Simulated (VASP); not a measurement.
Input of a VASP 6.6.1 run:

The input INCAR:

```
SYSTEM = Hf
ALGO = Normal
EDIFF = 1E-6
ENCUT = 520
GGA = PE
ISIF = 2
ISMEAR = -1
LASPH = .True.
LCHARG = .True.
LELF = .True.
LREAL = .False.
LVHAR = .True.
LWAVE = .False.
NBANDS = 17
NELM = 80
PREC = Accurate
SIGMA = 0.05
```

File KPOINTS:

```
k-points
0
Gamma
  14 14 8
  0 0 0
```

POSCAR

```
Hf
1.0
    3.2052794892      0.0000000000      0.0000000000
   -1.6026397446      2.7758534639      0.0000000000
    0.0000000000      0.0000000000      5.0644648307
Hf
2
Direct
    0.3333333333      0.6666666667      0.2500000000
    0.6666666667      0.3333333333      0.7500000000
```

Potentials or basis: VASP PAW PBE potentials, release 64 (Hf_pv).

Command:

```bash
$ cat potpaw_PBE.64/Hf_pv/POTCAR > POTCAR
$ mpirun -np 1 vasp_std > vasp.out
```

**Question.** What does it give for the pressure?

**Answer.** -0.5 GPa.

**Question.** Predict the band gap on the k mesh.

**Answer.** Zero (band 10 reaches 6.05 eV, above the bottom of band 11 at 4.50 eV).

Stress tensor (GPa, compression positive):
```
-0.42  0.00  0.00
 0.00 -0.42  0.00
 0.00  0.00 -0.51
```

Caveat: spin-orbit coupling is left out, which moves the levels of the heavy elements.
